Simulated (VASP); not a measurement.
# BAs (F-43m) in VASP: a series of runs

The runs below take BAs through single point, with PBE, BLYP+D3(BJ).

Program: VASP 6.6.1. These are calculated values, not measurements. Logs are shortened: lines on timing, memory, paths and dates and some standing lists are left out, and cuts for length are marked.

## 1. The cell of the first run

The structure is cubic, space group F-43m (No. 216). Conventional cell: a = 4.777 Å, b = 4.777 Å, c = 4.777 Å, α = 90.00°, β = 90.00°, γ = 90.00°. Within 2.7 Å of As (site symmetry -43m) lie 4 B at 2.07 Å. B (site symmetry -43m) has 4 As at 2.07 Å within 2.7 Å.

## 2. Single point, PBE

File INCAR:

```
SYSTEM = BAs
PREC     = Accurate       ! precision mode
ENCUT    = 520            ! plane-wave cutoff, eV
EDIFF    = 1E-6           ! SCF threshold, eV
ISMEAR   = -1             ! smearing method
SIGMA    = 0.05           ! smearing width, eV
LREAL    = .False.        ! projectors in reciprocal space
LASPH    = .True.         ! aspherical terms in the spheres
NELM     = 80             ! most SCF steps
ALGO     = Normal         ! electronic algorithm
ISIF     = 2              ! what is computed and relaxed
LWAVE    = .False.        ! write WAVECAR
LCHARG   = .False.        ! write CHGCAR
GGA      = PE             ! functional
NBANDS   = 11             ! bands
```

File KPOINTS:

```
regular mesh
0
Gamma
  8 8 8
  0 0 0
```

File POSCAR:

```
BAs
1.0
    0.0000000000      2.3885000000      2.3885000000
    2.3885000000      0.0000000000      2.3885000000
    2.3885000000      2.3885000000      0.0000000000
As B
1 1
Direct
    0.7500000000      0.7500000000      0.7500000000
    0.0000000000      0.0000000000      0.0000000000
```

Potentials or basis: VASP PAW PBE potentials, release 64 (As, B).

On the command line:

```sh
cat potpaw_PBE.64/As/POTCAR potpaw_PBE.64/B/POTCAR > POTCAR
mpirun -np 1 vasp_std > vasp.out
```

OUTCAR:

```text
SYSTEM = BAs
   PREC = Accurate
   ENCUT = 520
   EDIFF = 1E-6
   ISMEAR = -1
   LREAL = .False.
   LASPH = .True.
   NELM = 80
   ISIF = 2
   GGA = PE

 ion  position               nearest neighbor table
   1  0.750  0.750  0.750-   2 2.07   2 2.07   2 2.07   2 2.07
   2  0.000  0.000  0.000-   1 2.07   1 2.07   1 2.07   1 2.07

  LATTYP: Found a face centered cubic cell.
 ALAT       =     4.7770000000

  Lattice vectors:

 A1 = (   0.0000000000,   2.3885000000,   2.3885000000)
 A2 = (   2.3885000000,   0.0000000000,   2.3885000000)
 A3 = (   2.3885000000,   2.3885000000,   0.0000000000)

Analysis of symmetry for initial positions (statically):
=====================================================================
 Subroutine PRICEL returns:
 Original cell was already a primitive cell.

 Routine SETGRP: Setting up the symmetry group for a
 face centered cubic supercell.

 Subroutine GETGRP returns: Found 24 space group operations
 (whereof 24 operations were pure point group operations)
 out of a pool of 48 trial point group operations.

The static configuration has the point symmetry T_d .

Analysis of symmetry for dynamics (positions and initial velocities):
=====================================================================
 Subroutine PRICEL returns:
 Original cell was already a primitive cell.

 Routine SETGRP: Setting up the symmetry group for a
 face centered cubic supercell.

 Subroutine GETGRP returns: Found 24 space group operations
 (whereof 24 operations were pure point group operations)
 out of a pool of 48 trial point group operations.

The dynamic configuration has the point symmetry T_d .

 Subroutine INISYM returns: Found 24 space group operations
 (whereof 24 operations are pure point group operations),
 and found     1 'primitive' translations

----------------------------------------------------------------------------------------

                                     Primitive cell

  volume of cell :      27.2525

  direct lattice vectors                    reciprocal lattice vectors
     0.000000000  2.388500000  2.388500000    -0.209336404  0.209336404  0.209336404
     2.388500000  0.000000000  2.388500000     0.209336404 -0.209336404  0.209336404
     2.388500000  2.388500000  0.000000000     0.209336404  0.209336404 -0.209336404

  length of vectors
     3.377849094  3.377849094  3.377849094     0.362581287  0.362581287  0.362581287

  position of ions in fractional coordinates (direct lattice)
     0.750000000  0.750000000  0.750000000
     0.000000000  0.000000000  0.000000000

  ion indices of the primitive-cell ions
   primitive index   ion index
                 1           1
                 2           2

----------------------------------------------------------------------------------------

 KPOINTS: regular mesh

Automatic generation of k-mesh.
 Grid dimensions read from file:
 generate k-points for:    8    8    8

 Generating k-lattice:

  Cartesian coordinates                     Fractional coordinates (reciprocal lattice)
    -0.026167050  0.026167050  0.026167050     0.125000000  0.000000000  0.000000000
     0.026167050 -0.026167050  0.026167050     0.000000000  0.125000000  0.000000000
     0.026167050  0.026167050 -0.026167050     0.000000000  0.000000000  0.125000000

  Length of vectors
     0.045322661  0.045322661  0.045322661

  Shift w.r.t. Gamma in fractional coordinates (k-lattice)
     0.000000000  0.000000000  0.000000000

 Subroutine IBZKPT returns following result:
 ===========================================

 Found     29 irreducible k-points:

 Following reciprocal coordinates:
            Coordinates               Weight
  0.000000  0.000000  0.000000      1.000000
  0.125000  0.000000  0.000000      8.000000
  0.250000  0.000000  0.000000      8.000000
  0.375000  0.000000  0.000000      8.000000
  0.500000  0.000000  0.000000      4.000000
  0.125000  0.125000  0.000000      6.000000
[... 16 lines left out ...]
  0.500000  0.250000  0.125000     48.000000
 -0.375000  0.250000  0.125000     24.000000
 [... further k-points ...]
   k-points           NKPTS =     29   k-points in BZ     NKDIM =     29   number of bands    NBANDS=     11
   number of dos      NEDOS =    301   number of ions     NIONS =      2
   total plane-waves  NPLWV =  21952
   dimension x,y,z NGX =    28 NGY =   28 NGZ =   28
   dimension x,y,z NGXF=    56 NGYF=   56 NGZF=   56
   ions per type =               1   1
   NGX,Y,Z   is equivalent  to a cutoff of  13.78, 13.78, 13.78 a.u.
   NGXF,Y,Z  is equivalent  to a cutoff of  27.56, 27.56, 27.56 a.u.
 SYSTEM =  BAs
   PREC   = accura    normal or accurate (medium, high low for compatibility)
   ISTART =      0    job   : 0-new  1-cont  2-samecut
   ICHARG =      2    charge: 1-file 2-atom 10-const
   ISPIN  =      1    spin polarized calculation?
   LNONCOLLINEAR =      F non collinear calculations
   LSORBIT =      F    spin-orbit coupling
   LASPH  =      T    aspherical Exc in radial PAW
   ENCUT  =  520.0 eV  38.22 Ry    6.18 a.u.   6.28  6.28  6.28*2*pi/ulx,y,z
   NELM   =     80;   NELMIN=  2; NELMDL= -5     # of ELM steps
   EDIFF  = 0.1E-05   stopping-criterion for ELM
   LREAL  =      F    real-space projection
   EDIFFG = 0.1E-04   stopping-criterion for IOM
   NSW    =      0    number of steps for IOM
   IBRION =     -1    ionic relax: 0-MD 1-quasi-New 2-CG
   NFREE  =      0    steps in history (QN), initial steepest desc. (CG)
   ISIF   =      2    stress and relaxation
   ISYM   =      2    0-nonsym 1-usesym 2-fastsym
   POTIM  = 0.5000    time-step for ionic-motion
   TEBEG  =    0.0;   TEEND  =   0.0 temperature during run
   PSTRESS=    0.0 pullay stress
   NELECT =       8.0000    total number of electrons
   NUPDOWN=      -1.0000    fix difference up-down
   EMIN   =  10.00;   EMAX   =-10.00  energy-range for DOS
   EFERMI =   0.00;   METHOD = LEGACY
   ISMEAR =    -1;   SIGMA  =   0.05  broadening in eV -4-tet -1-fermi 0-gaus
   EFERMI_NEDOS =   21; number of points for ismear=-14 and -15
   IALGO  =     38    algorithm
   IMIX   =      4    mixing-type and parameters
     AMIX     =   0.40;   BMIX     =  1.00
     AMIX_MAG =   1.60;   BMIX_MAG =  1.00
  volume/ion in A,a.u.               =      13.63        91.95
  Fermi-wavevector in a.u.,A,eV,Ry     =   1.088018  2.056057 16.106360  1.183784
  Thomas-Fermi vector in A             =   2.224191
   LORBIT       =      0    0 simple, 1 ext, 2 COOP (PROOUT), +10 PAW based schemes
   GGA     = PE    functional components
   LHFCALC =     F    Hartree Fock is set to
   AEXX    =    0.0000 exact exchange contribution
   IVDW    =     0    specifies the selected vdW correction
   LEPSILON=     F    determine dielectric tensor
   LRPA    =     F    only Hartree local field effects (RPA)
 non-spin polarized calculation
  energy-cutoff  :      520.00
  volume of cell :       27.25
 maximum number of plane-waves:       754
 NGX is ok and might be reduce to    28
   NGX = 13   NGY = 13   NGZ = 13

 number of electron       8.0000000 magnetization

 Free energy of the ion-electron system (eV)
  ---------------------------------------------------
  ext. energy  EPLUGINS =         0.00000000
  ---------------------------------------------------
  free energy    TOTEN  =       -11.40421523 eV

  energy without entropy =      -11.40421508  energy(sigma->0) =      -11.40421515

 E-fermi :   6.7041     XC(G=0): -10.5838

 val. band max:        6.1272426098   @ k =   0.0000   0.0000   0.0000
 cond. band min:       7.3159837454   @ k =   0.3750   0.3750   0.0000
 fundamental gap:      1.1887411356
 Fermi energy:         6.7040997296

 k-point     1 :       0.0000    0.0000    0.0000
  band No.  band energies     occupation
      1      -9.2743      2.00000
      2       6.1272      1.99998
      3       6.1272      1.99998
      4       6.1272      1.99998
      5       9.4033      0.00000
      6       9.4033      0.00000
      7       9.4033      0.00000
      8      10.8141      0.00000
      9      15.7098      0.00000
     10      19.0771      0.00000
     11      19.0771      0.00000

 k-point     2 :       0.1250    0.0000    0.0000
  band No.  band energies     occupation
      1      -9.0183      2.00000
      2       4.1623      2.00000
      3       5.6888      2.00000
      4       5.6888      2.00000
      5       9.5216      0.00000
      6       9.9803      0.00000
      7       9.9803      0.00000
      8      12.0868      0.00000
      9      16.6584      0.00000
     10      17.7418      0.00000
     11      17.7418      0.00000

 k-point     3 :       0.2500    0.0000    0.0000
  band No.  band energies     occupation
      1      -8.2728      2.00000
      2       1.1880      2.00000
      3       4.9780      2.00000
      4       4.9780      2.00000
      5       9.1931      0.00000
      6      10.7787      0.00000
      7      10.7787      0.00000
      8      14.0259      0.00000
      9      17.3555      0.00000
     10      17.3555      0.00000
     11      17.4229      0.00000

 k-point     4 :       0.3750    0.0000    0.0000
  band No.  band energies     occupation
      1      -7.1658      2.00000
      2      -1.3929      2.00000
      3       4.4784      2.00000
      4       4.4784      2.00000
      5       8.9162      0.00000
      6      10.9569      0.00000
      7      10.9569      0.00000
      8      14.9543      0.00000
      9      17.9473      0.00000
     10      18.8113      0.00000
     11      18.8113      0.00000
[... 239 lines left out ...]
 k-point    22 :       0.3750    0.2500    0.1250
  band No.  band energies     occupation
      1      -7.6207      2.00000
      2       0.9290      2.00000
      3       2.4103      2.00000
      4       4.1050      2.00000
      5       9.3543      0.00000
      6      11.3501      0.00000
      7      12.0692      0.00000
      8      13.3140      0.00000
      9      16.8587      0.00000
     10      19.4637      0.00000
     11      20.3316      0.00000

 k-point    23 :       0.5000    0.2500    0.1250
  band No.  band energies     occupation
      1      -6.5521      2.00000
      2      -1.0369      2.00000
      3       1.6885      2.00000
      4       3.3898      2.00000
      5       9.9766      0.00000
      6      11.1913      0.00000
      7      12.6541      0.00000
      8      14.1974      0.00000
      9      17.5408      0.00000
     10      19.4700      0.00000
     11      21.6333      0.00000

 k-point    24 :      -0.3750    0.2500    0.1250
  band No.  band energies     occupation
      1      -5.8286      2.00000
      2      -2.1636      2.00000
      3       1.5664      2.00000
      4       3.0538      2.00000
      5      10.0941      0.00000
      6      10.8890      0.00000
      7      13.5852      0.00000
      8      15.1526      0.00000
      9      16.4837      0.00000
     10      20.3145      0.00000
     11      21.3730      0.00000

 [... further k-points ...]
[... 5 lines left out ...]
  --------------------------------------------------------------------------------------
  -------------------------------------------------------------------------------------
  Total        0.5825192      0.5825192      0.5825192      0.0000000      0.0000000      0.0000000
  in kB       34.2464133     34.2464133     34.2464133      0.0000000      0.0000000      0.0000000
  external PRESSURE =      34.2464133 kB  Pullay stress =       0.0000000 kB

 VOLUME and BASIS-vectors are now :
 -----------------------------------------------------------------------------
  energy-cutoff  :      520.00
  volume of cell :       27.25
      direct lattice vectors                 reciprocal lattice vectors
     0.000000000  2.388500000  2.388500000    -0.209336404  0.209336404  0.209336404
     2.388500000  0.000000000  2.388500000     0.209336404 -0.209336404  0.209336404
     2.388500000  2.388500000  0.000000000     0.209336404  0.209336404 -0.209336404

 POSITION                                       TOTAL-FORCE (eV/Angst)
 -----------------------------------------------------------------------------------
      3.58275      3.58275      3.58275        -0.000000     -0.000000     -0.000000
      0.00000      0.00000      0.00000         0.000000      0.000000      0.000000
 -----------------------------------------------------------------------------------
    total drift:                                0.000000      0.000000      0.000000

  FREE ENERGIE OF THE ION-ELECTRON SYSTEM (eV)
  ---------------------------------------------------
  free  energy   TOTEN  =       -11.4042152277 eV

  energy  without entropy=      -11.4042150799  energy(sigma->0) =      -11.40421515
```

It took 6.9 s on 1 thread of Intel Xeon 6975P-C, shared host; peak memory 0.16 GiB.

What came out:

```yaml
Free_energy: -11.4042 eV
Pressure: 3.4 GPa
Band_gap_on_the_k_mesh: 1.19 eV, indirect (least direct gap 3.28 eV)
```

(Part 1 of 2 ends here.)
